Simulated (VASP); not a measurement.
Input of a VASP 6.6.1 run:

File INCAR:

```
SYSTEM = AlN
  PREC = Accurate
  ENCUT = 520
  EDIFF = 1E-7
  ISMEAR = 0
  SIGMA = 0.05
  LREAL = .FALSE.
  LASPH = .TRUE.
  NELM = 100
  ALGO = Normal
  ISIF = 2
  LWAVE = .FALSE.
  LCHARG = .FALSE.
  GGA = PS
  NBANDS = 26
```

Contents of KPOINTS:

```
Automatic mesh
0
G
  6 6 6
  0 0 0
```

Contents of POSCAR:

```
AlN
1.0
    4.3771405283      0.0000000000      0.0000000000
    0.0000000000     -4.3771405283      0.0000000000
    0.0000000000      0.0000000000     -4.3771405283
Al N
4 4
Direct
   -0.0610641494     -0.0287859161     -0.0610641494
    0.5000000000      0.5000000000      0.0000000000
    0.5000000000      0.0000000000      0.5000000000
    0.0000000000      0.5000000000      0.5000000000
    0.7500000000      0.7500000000      0.7500000000
    0.2500000000      0.2500000000      0.7500000000
    0.2500000000      0.7500000000      0.2500000000
    0.7500000000      0.2500000000      0.2500000000
```

Potentials or basis: VASP PAW PBE potentials, release 64 (Al, N).

The run is started by

```console
$ cat potpaw_PBE.64/Al/POTCAR potpaw_PBE.64/N/POTCAR > POTCAR
$ mpirun -np 1 vasp_std > vasp.out
```

**Question.** Predict the pressure.

**Answer.** 8.6 GPa.

**Question.** What does it give for the band gap on the k mesh?

**Answer.** 1.93 eV (least direct gap 1.94 eV).

Forces in eV/Å, atoms in the order of the input:
```
Al   9.400 -8.872 -9.400
Al  -1.195  0.538 -0.812
Al  -1.303 -0.320  1.303
Al   0.812  0.538  1.195
N   -6.371  7.207  6.371
N   -0.660  0.496  0.098
N   -0.586 -0.081  0.586
N   -0.098  0.496  0.660
```

Caveat: the cell differs from its parent crystal (atom 1 (Al) moved by -0.378 Å along [1 1 0] and +0.126 Å along [0 0 1]); the cell stands under pressure; the PAW data sets were made with another functional, which shifts forces and pressure a little. A k mesh can miss the band edges.
